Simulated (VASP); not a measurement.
Here is a VASP 6.6.1 calculation.

Contents of POSCAR:

```
CdF2
1.0
    3.4766877145      0.0000000000      0.0000000000
   -1.7383438572      3.0108998818      0.0000000000
    0.0000000000      0.0000000000      3.1118987092
Cd F
1 2
Direct
    0.0000000000      0.0000000000      0.0000000000
    0.3333333333      0.6666666667      0.2815229571
    0.6666666667      0.3333333333      0.7184770429
```

Contents of INCAR.step1:

```
SYSTEM = CdF2
  PREC = Accurate
  ENCUT = 520
  ISMEAR = 0
  SIGMA = 0.01
  LREAL = .FALSE.
  LASPH = .TRUE.
  NELM = 100
  NBANDS = 20
  GGA = PE
  ALGO = Normal
  EDIFF = 1E-4
  LWAVE = .TRUE.
  LCHARG = .FALSE.
```

Contents of INCAR.step2:

```
SYSTEM = CdF2
  PREC = Accurate
  ENCUT = 520
  EDIFF = 1E-6
  ISMEAR = 0
  SIGMA = 0.01
  LREAL = .FALSE.
  LASPH = .TRUE.
  NELM = 100
  ALGO = Normal
  ISIF = 2
  LWAVE = .FALSE.
  LCHARG = .FALSE.
  METAGGA = R2SCAN
  LMIXTAU = .TRUE.
  NBANDS = 20
  ISTART = 1
```

File KPOINTS:

```
regular mesh
0
G
  5 5 3
  0 0 0
```

Potentials or basis: VASP PAW PBE potentials, release 64 (Cd, F).

Command:

```console
$ cat potpaw_PBE.64/Cd/POTCAR potpaw_PBE.64/F/POTCAR > POTCAR
$ cp INCAR.step1 INCAR
$ mpirun -np 1 vasp_std > vasp.out
$ cp INCAR.step2 INCAR
$ mpirun -np 1 vasp_std > vasp.out
```

Q: What does it give for the pressure?

A: 22.1 GPa.

Q: Estimate the band gap on the k mesh.

A: 3.27 eV, indirect (least direct gap 4.07 eV).

Q: Estimate the largest force.

A: 0.118 eV/Å.

Forces on the atoms (eV/Å):
```
Cd   0.000  0.000  0.000
F    0.000  0.000  0.118
F    0.000  0.000 -0.118
```

Caveat: the k points lie up to 0.67 Å⁻¹ apart; the PAW data sets were made with another functional, which shifts forces and pressure a little. r2SCAN opens gaps a little over a GGA but as a rule still falls short of measured ones.
